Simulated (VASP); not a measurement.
# Mg3Te2O (P6/mmm) in VASP: notebook

The runs below take Mg3Te2O through single point, relaxation of cell and atoms, with PBE.

All numbers are computed with VASP 6.6.1; they aren't measurements. Logs are shortened: lines on timing, memory, paths and dates and some standing lists are left out, and cuts for length are marked.

**1. The cell of the first run**

It takes space group P6/mmm (No. 191, hexagonal). Conventional cell: a = 5.816 Å, b = 5.816 Å, c = 4.513 Å, α = 90.00°, β = 90.00°, γ = 120.00°. Within 3.7 Å of Mg (site symmetry mmm) lie 4 Te at 2.81 Å and 4 Mg at 2.91 Å and 4 O at 3.68 Å. Te (site symmetry -6m2) has 6 Mg at 2.81 Å and 3 Te at 3.36 Å and 3 O at 3.36 Å within 3.7 Å. O (site symmetry 6/mmm) has 6 Te at 3.36 Å and 12 Mg at 3.68 Å and 2 O at 4.51 Å within 4.6 Å.

The cell was built from a structure type or drawn by symmetry, and may not be a known phase.

**2. Single point, PBE**

The input, INCAR:

```
  PREC = Accurate
  ENCUT = 520
  EDIFF = 1E-6
  ISMEAR = 0
  SIGMA = 0.1
  LREAL = F
  LASPH = T
  NELM = 100
  ALGO = Normal
  ISIF = 2
  LWAVE = F
  LCHARG = T
  GGA = PE
  LELF = T
  LVHAR = T
  NBANDS = 21
```

The input, KPOINTS:

```
Automatic mesh
0
Gamma
  3 3 4
```

The input, POSCAR:

```
Mg3Te2O
1.0
    5.8163783800      0.0000000000      0.0000000000
   -2.9081891900      5.0371314300      0.0000000000
    0.0000000000      0.0000000000      4.5125907600
Mg Te O
3 2 1
Direct
    0.5000000000      0.0000000000      0.5000000000
    0.5000000000      0.5000000000      0.5000000000
    0.0000000000      0.5000000000      0.5000000000
    0.3333333300      0.6666666700      0.0000000000
    0.6666666700      0.3333333300      0.0000000000
    0.0000000000      0.0000000000      0.0000000000
```

Potentials or basis: VASP PAW PBE potentials, release 64 (Mg, Te, O).

The run is started by

```sh
$ cat potpaw_PBE.64/Mg/POTCAR potpaw_PBE.64/Te/POTCAR potpaw_PBE.64/O/POTCAR > POTCAR
$ mpirun -np 1 vasp_std > vasp.out
```

OUTCAR:

```text
PREC = Accurate
   ENCUT = 520
   EDIFF = 1E-6
   ISMEAR = 0
   LREAL = F
   LASPH = T
   NELM = 100
   ISIF = 2
   GGA = PE

 ion  position               nearest neighbor table
   1  0.500  0.000  0.500-   4 2.81   5 2.81   4 2.81   5 2.81   2 2.91   3 2.91   2 2.91   3 2.91

   2  0.500  0.500  0.500-   4 2.81   5 2.81   4 2.81   5 2.81   1 2.91   1 2.91   3 2.91   3 2.91

   3  0.000  0.500  0.500-   4 2.81   5 2.81   4 2.81   5 2.81   1 2.91   1 2.91   2 2.91   2 2.91

   4  0.333  0.667  0.000-   1 2.81   1 2.81   3 2.81   3 2.81   2 2.81   2 2.81   5 3.36   5 3.36
                             5 3.36
   5  0.667  0.333  0.000-   1 2.81   1 2.81   3 2.81   3 2.81   2 2.81   2 2.81   4 3.36   4 3.36
                             4 3.36
   6  0.000  0.000  0.000-

  LATTYP: Found a hexagonal cell.
 ALAT       =     5.8163783800
 C/A-ratio  =     0.7758420215

  Lattice vectors:

 A1 = (   5.8163783800,   0.0000000000,   0.0000000000)
 A2 = (  -2.9081891900,   5.0371314300,   0.0000000000)
 A3 = (   0.0000000000,   0.0000000000,   4.5125907600)

Analysis of symmetry for initial positions (statically):
=====================================================================
 Subroutine PRICEL returns:
 Original cell was already a primitive cell.

 Routine SETGRP: Setting up the symmetry group for a
 hexagonal supercell.

 Subroutine GETGRP returns: Found 24 space group operations
 (whereof 24 operations were pure point group operations)
 out of a pool of 24 trial point group operations.

The static configuration has the point symmetry D_6h.

Analysis of symmetry for dynamics (positions and initial velocities):
=====================================================================
 Subroutine PRICEL returns:
 Original cell was already a primitive cell.

 Routine SETGRP: Setting up the symmetry group for a
 hexagonal supercell.

 Subroutine GETGRP returns: Found 24 space group operations
 (whereof 24 operations were pure point group operations)
 out of a pool of 24 trial point group operations.

The dynamic configuration has the point symmetry D_6h.

 Subroutine INISYM returns: Found 24 space group operations
 (whereof 24 operations are pure point group operations),
 and found     1 'primitive' translations

----------------------------------------------------------------------------------------

                                     Primitive cell

  volume of cell :     132.2093

  direct lattice vectors                    reciprocal lattice vectors
     5.816378380  0.000000000  0.000000000     0.171928292  0.099262846  0.000000000
    -2.908189190  5.037131430  0.000000000     0.000000000  0.198525691  0.000000000
     0.000000000  0.000000000  4.512590760     0.000000000  0.000000000  0.221602191

  length of vectors
     5.816378380  5.816378376  4.512590760     0.198525691  0.198525691  0.221602191

  position of ions in fractional coordinates (direct lattice)
     0.500000000  0.000000000  0.500000000
     0.500000000  0.500000000  0.500000000
     0.000000000  0.500000000  0.500000000
     0.333333330  0.666666670  0.000000000
     0.666666670  0.333333330  0.000000000
     0.000000000  0.000000000  0.000000000

  ion indices of the primitive-cell ions
   primitive index   ion index
                 1           1
                 2           2
                 3           3
                 4           4
                 5           5
                 6           6

----------------------------------------------------------------------------------------

 KPOINTS: Automatic mesh

Automatic generation of k-mesh.
 Grid dimensions read from file:
 generate k-points for:    3    3    4

 Generating k-lattice:

  Cartesian coordinates                     Fractional coordinates (reciprocal lattice)
     0.057309431  0.033087615  0.000000000     0.333333333  0.000000000  0.000000000
     0.000000000  0.066175230  0.000000000     0.000000000  0.333333333  0.000000000
     0.000000000  0.000000000  0.055400548     0.000000000  0.000000000  0.250000000

  Length of vectors
     0.066175230  0.066175230  0.055400548

  Shift w.r.t. Gamma in fractional coordinates (k-lattice)
     0.000000000  0.000000000  0.000000000

 Subroutine IBZKPT returns following result:
 ===========================================

 Found      9 irreducible k-points:

 Following reciprocal coordinates:
            Coordinates               Weight
  0.000000  0.000000  0.000000      1.000000
  0.333333  0.000000  0.000000      6.000000
  0.333333  0.333333  0.000000      2.000000
  0.000000  0.000000  0.250000      2.000000
  0.333333  0.000000  0.250000     12.000000
  0.333333  0.333333  0.250000      4.000000
  0.000000  0.000000  0.500000      1.000000
  0.333333  0.000000  0.500000      6.000000
  0.333333  0.333333  0.500000      2.000000
   k-points           NKPTS =      9   k-points in BZ     NKDIM =      9   number of bands    NBANDS=     21
   number of dos      NEDOS =    301   number of ions     NIONS =      6
   total plane-waves  NPLWV =  82944
   dimension x,y,z NGX =    48 NGY =   48 NGZ =   36
   dimension x,y,z NGXF=    96 NGYF=   96 NGZF=   72
   ions per type =               3   2   1
   NGX,Y,Z   is equivalent  to a cutoff of  13.72, 13.72, 13.26 a.u.
   NGXF,Y,Z  is equivalent  to a cutoff of  27.44, 27.44, 26.53 a.u.
 SYSTEM =  unknown system
   PREC   = accura    normal or accurate (medium, high low for compatibility)
   ISTART =      0    job   : 0-new  1-cont  2-samecut
   ICHARG =      2    charge: 1-file 2-atom 10-const
   ISPIN  =      1    spin polarized calculation?
   LNONCOLLINEAR =      F non collinear calculations
   LSORBIT =      F    spin-orbit coupling
   LASPH  =      T    aspherical Exc in radial PAW
   ENCUT  =  520.0 eV  38.22 Ry    6.18 a.u.  10.81 10.81  8.39*2*pi/ulx,y,z
   NELM   =    100;   NELMIN=  2; NELMDL= -5     # of ELM steps
   EDIFF  = 0.1E-05   stopping-criterion for ELM
   LREAL  =      F    real-space projection
   EDIFFG = 0.1E-04   stopping-criterion for IOM
   NSW    =      0    number of steps for IOM
   IBRION =     -1    ionic relax: 0-MD 1-quasi-New 2-CG
   NFREE  =      0    steps in history (QN), initial steepest desc. (CG)
   ISIF   =      2    stress and relaxation
   ISYM   =      2    0-nonsym 1-usesym 2-fastsym
   POTIM  = 0.5000    time-step for ionic-motion
   TEBEG  =    0.0;   TEEND  =   0.0 temperature during run
   PSTRESS=    0.0 pullay stress
   NELECT =      24.0000    total number of electrons
   NUPDOWN=      -1.0000    fix difference up-down
   EMIN   =  10.00;   EMAX   =-10.00  energy-range for DOS
   EFERMI =   0.00;   METHOD = LEGACY
   ISMEAR =     0;   SIGMA  =   0.10  broadening in eV -4-tet -1-fermi 0-gaus
   EFERMI_NEDOS =   21; number of points for ismear=-14 and -15
   IALGO  =     38    algorithm
   IMIX   =      4    mixing-type and parameters
     AMIX     =   0.40;   BMIX     =  1.00
     AMIX_MAG =   1.60;   BMIX_MAG =  1.00
  volume/ion in A,a.u.               =      22.03       148.70
  Fermi-wavevector in a.u.,A,eV,Ry     =   0.926954  1.751688 11.690708  0.859243
  Thomas-Fermi vector in A             =   2.052971
   LORBIT       =      0    0 simple, 1 ext, 2 COOP (PROOUT), +10 PAW based schemes
   GGA     = PE    functional components
   LHFCALC =     F    Hartree Fock is set to
   AEXX    =    0.0000 exact exchange contribution
   IVDW    =     0    specifies the selected vdW correction
   LEPSILON=     F    determine dielectric tensor
   LRPA    =     F    only Hartree local field effects (RPA)
 non-spin polarized calculation
 Gauss-broadening in eV      SIGMA  =   0.10
  energy-cutoff  :      520.00
  volume of cell :      132.21
 maximum number of plane-waves:      3615
 NGX is ok and might be reduce to    48
   NGX = 21   NGY = 21   NGZ = 17

 number of electron      23.9999997 magnetization

 Free energy of the ion-electron system (eV)
  ---------------------------------------------------
  ext. energy  EPLUGINS =         0.00000000
  ---------------------------------------------------
  free energy    TOTEN  =       -13.41219000 eV

  energy without entropy =      -13.38080233  energy(sigma->0) =      -13.39649617

 E-fermi :   4.9060     XC(G=0):  -9.1360

 val. band max:        4.8786017013   @ k =   0.3333   0.0000   0.2500
 cond. band min:       4.9144012101   @ k =   0.0000   0.0000   0.5000
 fundamental gap:      0.0357995089
 Fermi energy:         4.9059885118

 k-point     1 :       0.0000    0.0000    0.0000
  band No.  band energies     occupation
      1     -10.5645      2.00000
      2      -8.3087      2.00000
      3      -6.2133      2.00000
      4      -0.2096      2.00000
      5      -0.2096      2.00000
      6       0.1013      2.00000
[... 13 lines left out ...]
     20       9.0166      0.00000
     21       9.0166      0.00000

 k-point     2 :       0.3333    0.0000    0.0000
  band No.  band energies     occupation
      1     -10.5241      2.00000
      2      -8.0397      2.00000
      3      -6.8464      2.00000
      4      -0.6324      2.00000
      5       0.3392      2.00000
      6       0.4391      2.00000
[... 13 lines left out ...]
     20      10.3788      0.00000
     21      10.4621      0.00000

 k-point     3 :       0.3333    0.3333    0.0000
  band No.  band energies     occupation
      1     -10.5056      2.00000
      2      -7.5305      2.00000
      3      -7.5305      2.00000
      4      -0.7268      2.00000
      5       0.9382      2.00000
      6       0.9382      2.00000
[... 13 lines left out ...]
     20      10.1874      0.00000
     21      10.1874      0.00000
[... 97 lines left out ...]
 k-point     8 :       0.3333    0.0000    0.5000
  band No.  band energies     occupation
      1     -10.5065      2.00000
      2      -7.6141      2.00000
      3      -6.4866      2.00000
      4      -2.4344      2.00000
      5      -1.0384      2.00000
      6      -0.0409      2.00000
[... 13 lines left out ...]
     20      11.0973      0.00000
     21      11.5063      0.00000

 k-point     9 :       0.3333    0.3333    0.5000
  band No.  band energies     occupation
      1     -10.4922      2.00000
      2      -7.1295      2.00000
      3      -7.1295      2.00000
      4      -1.7930      2.00000
      5      -1.7930      2.00000
      6      -0.0485      2.00000
[... 13 lines left out ...]
     20      10.2266      0.00000
     21      11.6118      0.00000

------------------------ aborting loop because EDIFF is reached ----------------------------------------

  FORCE on cell =-STRESS in cart. coord.  units (eV):
  Direction    XX          YY          ZZ          XY          YZ          ZX
  --------------------------------------------------------------------------------------
  -------------------------------------------------------------------------------------
  Total        9.0868755      9.0868755      2.7387065      0.0000000      0.0000000      0.0000000
  in kB      110.1192580    110.1192578     33.1890016      0.0000000      0.0000000      0.0000000
  external PRESSURE =      84.4758391 kB  Pullay stress =       0.0000000 kB

 VOLUME and BASIS-vectors are now :
 -----------------------------------------------------------------------------
  energy-cutoff  :      520.00
  volume of cell :      132.21
      direct lattice vectors                 reciprocal lattice vectors
     5.816378380  0.000000000  0.000000000     0.171928292  0.099262846  0.000000000
    -2.908189190  5.037131430  0.000000000     0.000000000  0.198525691  0.000000000
     0.000000000  0.000000000  4.512590760     0.000000000  0.000000000  0.221602191

 POSITION                                       TOTAL-FORCE (eV/Angst)
 -----------------------------------------------------------------------------------
      2.90819      0.00000      2.25630        -0.000000      0.000000      0.000000
      1.45409      2.51857      2.25630        -0.000000      0.000000      0.000000
     -1.45409      2.51857      2.25630        -0.000000      0.000000      0.000000
     -0.00000      3.35809      0.00000         0.000000      0.000000      0.000000
      2.90819      1.67904      0.00000        -0.000000      0.000000      0.000000
      0.00000      0.00000      0.00000        -0.000000      0.000000      0.000000
 -----------------------------------------------------------------------------------
    total drift:                               -0.000000      0.000000     -0.000000

  FREE ENERGIE OF THE ION-ELECTRON SYSTEM (eV)
  ---------------------------------------------------
  free  energy   TOTEN  =       -13.4121900049 eV

  energy  without entropy=      -13.3808023325  energy(sigma->0) =      -13.39649617
```

It took 68 s on 1 thread of Intel Xeon Platinum 8259CL at 2.50GHz (Skylake/Cascade Lake), shared host; peak memory 0.28 GiB.

Results:

```
Free energy            : -13.4122 eV
Pressure               : 8.4 GPa
Band gap on the k mesh : zero (bands 12 and 13 overlap by 0.73 eV)
```

Levels at points of the mesh, in eV from the Fermi level:
| k point | band 7 | band 8 | band 9 | band 10 | band 11 | band 12 | band 13 | band 14 | band 15 | band 16 |
| --- | --- | --- | --- | --- | --- | --- | --- | --- | --- | --- |
| (0.00, 0.00, 0.00) | -2.92 | -2.92 | -2.88 | -2.56 | -0.78 | 0.26 | 0.26 | 0.69 | 3.12 | 3.59 |
| (0.00, 0.00, 0.50) | -4.55 | -2.38 | -2.38 | -1.24 | 0.01 | 0.01 | 0.54 | 0.54 | 0.94 | 0.94 |

Caveat: the k points lie up to 0.42 Å⁻¹ apart, too coarse for converged energies and pressures of a metal; semilocal functionals underestimate gaps, so a narrow gap can read as zero; spin-orbit coupling is left out, which moves the levels of the heavy elements.

[end of part 1 of 2]
